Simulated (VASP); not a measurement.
Input of a VASP 6.6.1 run:

Contents of INCAR:

```
ALGO = Normal
EDIFF = 1E-6
EDIFFG = -0.04
ENCUT = 600
GGA = PE
IBRION = 2
ISIF = 3
ISMEAR = 0
LASPH = True
LCHARG = False
LREAL = False
LWAVE = False
NELM = 100
NSW = 90
PREC = Accurate
SIGMA = 0.1
```

Contents of KPOINTS:

```
k-points
0
Gamma
  6 6 6
```

Contents of POSCAR:

```
Os
1.0
    2.4974163869      0.0000000000      0.0000000000
    0.0000000000      2.4974163869      0.0000000000
    0.0000000000      0.0000000000      2.7123702415
Os
1
Direct
    0.0000000000      0.0000000000      0.5000000000
```

Potentials or basis: VASP PAW PBE potentials, release 64 (Os).

Command:

```bash
$ cat potpaw_PBE.64/Os/POTCAR > POTCAR
$ mpirun -np 1 vasp_std > vasp.out
```

Task: Predict the relaxed cell.

Result: a = 2.539 Å, b = 2.539 Å, c = 2.609 Å, α = 90.00°, β = 90.00°, γ = 90.00°.

Task: Predict the relaxed volume.

Result: 16.82 Å³/atom.

Task: Estimate the space group after relaxing (to 0.1 Å).

Result: Pm-3m (No. 221).

Task: Estimate the band gap on the k mesh.

Result: Zero (bands 4 and 5 overlap by 5.50 eV).

Final structure:
```
Os
1.0
     2.53877    0.00000    0.00000
     0.00000    2.53877    0.00000
     0.00000    0.00000    2.60939
Os
1
Direct
  0.00000 0.00000 0.50000
```

Caveat: the k points lie up to 0.41 Å⁻¹ apart in the final cell, too coarse for converged energies and pressures of a metal; spin-orbit coupling is left out, which moves the levels of the heavy elements.
